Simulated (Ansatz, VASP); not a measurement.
Two plane-wave programs on Al5GaN6

```
Al Ga N
1.0
     2.90168    0.00000    0.00000
    -1.45084    2.51293    0.00000
     0.00000    0.00000   14.22550
Al Ga N
5 1 6
Direct
  0.33333 0.66667 0.83501
  0.66667 0.33333 0.67000
  0.33333 0.66667 0.33000
  0.66667 0.33333 0.16499
  0.00000 0.00000 0.00000
  0.00000 0.00000 0.50000
  0.66667 0.33333 0.91751
  0.00000 0.00000 0.75256
  0.33333 0.66667 0.58895
  0.66667 0.33333 0.41105
  0.00000 0.00000 0.24744
  0.33333 0.66667 0.08249
```

Alike in both runs: functional PBE; k mesh 6 × 6 × 2; occupations gaussian, width 0.1 eV; no spin polarisation.

Ansatz relaxed the structure, and its values are those at the end. VASP's run is a single point on that final structure, the one shown.

```csv
,VASP,Ansatz
version,VASP 6.6.1,Ansatz 0.2.0
potentials or method,"VASP PAW PBE potentials, release 64 (Al, Ga_d, N), cutoff 520 eV","scalar-relativistic, plane waves, PAW"
valence electrons in the cell,58,58
```

```csv
,VASP,Ansatz,Ansatz less VASP
gap on the k mesh at the Fermi level (eV),3.11,3.12,+0.014
least direct gap on the mesh (eV),3.88,3.90,+0.018
pressure (GPa),0.0,0.0,+0.05
rms of the force components (eV/Å),0.012,0.001,-0.0112
```

With one functional, cell and mesh, what is left measures potentials, basis and numerics.
